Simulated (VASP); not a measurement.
The system is BAs.

```
B As
1.0
     0.00000    2.40469    2.40469
     2.40469    0.00000    2.40469
     2.40469    2.40469    0.00000
B As
1 1
Direct
  0.25000 0.25000 0.25000
  0.50000 0.50000 0.50000
```

Base run:

```yaml
Program: VASP 6.6.1
Functional: PBE
Potentials_or_basis: VASP PAW PBE potentials, release 64 (B, As)
Cutoff: 500 eV
k_mesh: 10 × 10 × 10
Occupations: gaussian, width 0.02 eV
Spin: no spin polarisation
```

Its results: band gap on the k mesh 1.20 eV (least direct gap 3.25 eV); pressure 0.6 GPa.

Task: The run is repeated on the same cell with these changes: functional from PBE to r2SCAN; cutoff from 500 eV to 550 eV. What comes out?

Result: Band gap on the k mesh 1.39 eV (least direct gap 3.42 eV); pressure -2.0 GPa.

Caveats: the PAW data sets were made with another functional, which shifts forces and pressure a little (at least some runs).

A k mesh can miss the band edges.
